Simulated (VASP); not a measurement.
Set up this calculation in VASP 6.6.1, as the native input.

* Task: relaxation of cell and atoms
* Functional: LDA
* Potentials or basis: VASP PAW LDA potentials, release 64 (B, N)
* Cutoff: 600 eV
* k mesh: 12 × 12 × 12
* Occupations: gaussian, width 0.01 eV
* Spin: no spin polarisation
* Target pressure: 20 GPa
* Dipole correction: no
* Further INCAR settings: ALGO = Normal; EDIFF = 1e-07; IBRION = 2; EDIFFG = -0.001; NSW = 80; ISIF = 3

The structure of BN lies in POSCAR:

```
BN
1.0
    0.0000000000      1.7902744181      1.7902744181
    1.7902744181      0.0000000000      1.7902744181
    1.7902744181      1.7902744181      0.0000000000
B N
1 1
Direct
    0.0000000000      0.0000000000      0.0000000000
    0.7500000000      0.7500000000      0.7500000000
```

The input as run:

INCAR

```
PREC     = Accurate       # precision mode
ENCUT    = 600            # plane-wave cutoff, eV
EDIFF    = 1E-7           # SCF threshold, eV
ISMEAR   = 0              # smearing method
SIGMA    = 0.01           # smearing width, eV
LREAL    = False          # projectors in reciprocal space
LASPH    = True           # aspherical terms in the spheres
NELM     = 100            # most SCF steps
ALGO     = Normal         # electronic algorithm
ISIF     = 3              # what is computed and relaxed
LWAVE    = False          # write WAVECAR
LCHARG   = False          # write CHGCAR
GGA      = CA             # functional
IBRION   = 2              # ionic algorithm
NSW      = 80             # ionic steps
EDIFFG   = -0.001         # ionic threshold
PSTRESS  = 200.0
```

KPOINTS

```
regular mesh
0
Gamma
  12 12 12
```

Potentials or basis: VASP PAW LDA potentials, release 64 (B, N).

Launch:

```sh
$ cat potpaw_LDA.64/B/POTCAR potpaw_LDA.64/N/POTCAR > POTCAR
$ mpirun -np 1 vasp_std > vasp.out
```

Results of the run:

```yaml
Relaxed_volume: 5.49 Å³/atom
Relaxed_cell: a = 2.495 Å, b = 2.495 Å, c = 2.495 Å, α = 60.00°, β = 60.00°, γ = 60.00°
Space_group_after_relaxing_to_0.05_Å: F-43m (No. 216)
Energy_change_on_relaxing_the_enthalpy_is_what_falls: +15.5 meV/atom
Ionic_steps: 6
Pressure_after_relaxing: 20.0 GPa
Band_gap_on_the_k_mesh: 4.43 eV, indirect (least direct gap 9.03 eV)
```

Caveat: the cell is relaxed towards a set pressure, so the enthalpy falls and the energy may rise.

Wall time 28 s on 1 thread of Intel Xeon 8259CL, with other jobs on the host, peak memory 0.12 GiB.
